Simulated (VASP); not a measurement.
Wanted: the native input for a VASP 6.6.1 run.

```yaml
Task: single point
Functional: PBE
Potentials_or_basis: VASP PAW PBE potentials, release 64 (Ti_sv, O)
Cutoff: 520 eV
k_mesh: 7 × 7 × 10
Occupations: fermi-dirac, width 0.05 eV
Spin: no spin polarisation
Dipole_correction: no
Further_INCAR_settings: ALGO = Normal; EDIFF = 1e-07; NBANDS = 33
```

The structure of TiO2 lies in POSCAR:

```
TiO2
1.0
    4.5021200000      0.0000000000      0.0000000000
    0.0000000000      4.5021200000      0.0000000000
    0.0000000000      0.0000000000      2.9590000000
Ti O
2 4
Direct
    0.0000000000      0.0000000000      0.0000000000
    0.5000000000      0.5000000000      0.5000000000
    0.3060000000      0.3060000000      0.0000000000
    0.1940000000      0.8060000000      0.5000000000
    0.6940000000      0.6940000000      0.0000000000
    0.8060000000      0.1940000000      0.5000000000
```

This cell differs from its parent crystal: equal xx and yy strain of -2 %.

One way to write it, as run:

INCAR

```
PREC = Accurate ; ENCUT = 520
EDIFF = 1E-7 ; ISMEAR = -1
SIGMA = 0.05 ; LREAL = False
LASPH = True ; NELM = 100
ALGO = Normal ; ISIF = 2
LWAVE = False ; LCHARG = True
GGA = PE ; LELF = True
LVHAR = True ; NBANDS = 33
```

KPOINTS

```
Automatic mesh
0
Gamma
  7 7 10
```

Potentials or basis: VASP PAW PBE potentials, release 64 (Ti_sv, O).

The run is started by

```bash
$ cat potpaw_PBE.64/Ti_sv/POTCAR potpaw_PBE.64/O/POTCAR > POTCAR
$ mpirun -np 1 vasp_std > vasp.out
```

Results of the run:

* Pressure: 16.2 GPa
* Largest force: 0.433 eV/Å
* Band gap on the k mesh: 1.97 eV

Caveat: the cell differs from its parent crystal (equal xx and yy strain of -2 %); the cell stands under pressure; an odd mesh through Γ misses points on the zone boundary, where band edges can lie.

Run time: 3.5 min on 1 thread of Intel Xeon 8259CL, with other jobs on the host, peak memory 0.23 GiB.
